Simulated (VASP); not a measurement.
AgRh:

```xyz
2
Lattice="2.8141 0.0000 0.0000 -1.4071 2.4371 0.0000 0.0000 0.0000 4.8719" Properties=species:S:1:pos:R:3 pbc="T T T"
Ag    0.0000    0.0000    2.4359
Rh    1.4071    0.8124    0.0000
```

Base run:

```yaml
Program: VASP 6.6.1
Functional: PBE
Potentials_or_basis: VASP PAW PBE potentials, release 64 (Ag, Rh_pv)
Cutoff: 520 eV
k_mesh: 11 × 11 × 6
Occupations: fermi-dirac, width 0.05 eV
Spin: no spin polarisation
```

Its results: band gap on the k mesh zero (band 13 reaches 9.22 eV, above the bottom of band 14 at 8.00 eV); pressure -7.5 GPa.

Q: The run is repeated on the same cell with these changes: functional from PBE to PBEsol; further incar settings from ALGO = Fast; EDIFF = 1e-06; NBANDS = 20 to ALGO = Normal; EDIFF = 1e-07; NBANDS = 20. What comes out?

A: Band gap on the k mesh zero (band 13 reaches 9.05 eV, above the bottom of band 14 at 7.83 eV); pressure -15.3 GPa.

Caveats: the PAW data sets were made with another functional, which shifts forces and pressure a little (some runs).
